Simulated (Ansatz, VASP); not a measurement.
Given: the input of a run of Ansatz 0.2.0 on CdSe.

File input.yaml:

```yaml
crystal:
  lattice:
    - [4.2418847678, 0.0, 0.0]
    - [-2.1209423839, 3.6735799689, 0.0]
    - [0.0, 0.0, 6.9251235047]
  atoms:
    - { symbol: Cd, position: [0.6666666667, 0.3333333333, 0.5] }
    - { symbol: Cd, position: [0.3333333333, 0.6666666667, 0.0] }
    - { symbol: Se, position: [0.6666666667, 0.3333333333, 0.885] }
    - { symbol: Se, position: [0.3333333333, 0.6666666667, 0.385] }
hamiltonian:
  xc: pbesol
  pseudopotentials: { kind: paw_fr }
magnetization:
  noncollinear: true
  spin_orbit: true
kpoints:
  mp_grid: { grid: [7, 7, 4] }
scf:
  occupations: { method: fermi_dirac, width: 0.05 }
output:
  forces: true
  stress: true
  eigenvalues: true
```

Potentials or basis: Ansatz PAW.

The run is started by

```sh
$ ansatz run input.yaml --threads 2 --pin off --max-ram 5120MiB --backend cpu --events-out ev --progress --plain --runs-dir out
```

Problem. Translate it to VASP 6.6.1. Potentials there: VASP PAW PBE potentials, release 64 (Cd, Se).

Solution. As run (the cutoff follows the program's own potentials):

Contents of INCAR:

```
SYSTEM = CdSe
ALGO     = Normal         ! electronic algorithm
EDIFF    = 1E-6           ! SCF threshold, eV
ENCUT    = 520            ! plane-wave cutoff, eV
GGA      = PS             ! functional
GGA_COMPAT= .FALSE.      
ISIF     = 2              ! what is computed and relaxed
ISMEAR   = -1             ! smearing method
LASPH    = .TRUE.         ! aspherical terms in the spheres
LCHARG   = .FALSE.        ! write CHGCAR
LORBIT   = 11             ! projections on sites
LORBMOM  = .TRUE.       
LREAL    = .FALSE.        ! projectors in reciprocal space
LSORBIT  = .TRUE.         ! spin-orbit coupling
LWAVE    = .FALSE.        ! write WAVECAR
MAGMOM   = 0 0 0 0 0 0 0 0 0 0 0 0 ! initial moments
NBANDS   = 50             ! bands
NELM     = 150            ! most SCF steps
PREC     = Accurate       ! precision mode
SIGMA    = 0.05           ! smearing width, eV
```

File KPOINTS:

```
k-points
0
G
  7 7 4
  0 0 0
```

POSCAR

```
CdSe
1.0
    4.2418847678      0.0000000000      0.0000000000
   -2.1209423839      3.6735799689      0.0000000000
    0.0000000000      0.0000000000      6.9251235047
Cd Se
2 2
Direct
    0.6666666667      0.3333333333      0.5000000000
    0.3333333333      0.6666666667      0.0000000000
    0.6666666667      0.3333333333      0.8850000000
    0.3333333333      0.6666666667      0.3850000000
```

Potentials or basis: VASP PAW PBE potentials, release 64 (Cd, Se).

Command:

```sh
$ cat potpaw_PBE.64/Cd/POTCAR potpaw_PBE.64/Se/POTCAR > POTCAR
$ mpirun -np 1 vasp_ncl > vasp.out
```

Both were run:

|  | VASP | Ansatz | Ansatz less VASP |
| --- | --- | --- | --- |
| pressure (GPa) | 2.9 | 2.5 | -0.45 |
| traceless stress, the component that is largest in VASP (GPa) | -1.63 | -1.56 | +0.066 |
| rms of the force components (eV/Å) | 0.184 | 0.177 | -0.0068 |
| net moment per atom (μB) | 0.00 | 0.00 | 0.000 |

VASP's potentials were made for PBE, not for PBEsol. Atom by atom the forces differ by 0.007 eV/Å (rms over components). VASP's potentials hold 36 valence electrons a cell and Ansatz's 72, so a difference there can come from the potentials and not from the codes.

Noted on Ansatz's run: odd divisions of the mesh miss points on the zone boundary, where band edges often lie, so the gap on the mesh can be too wide.
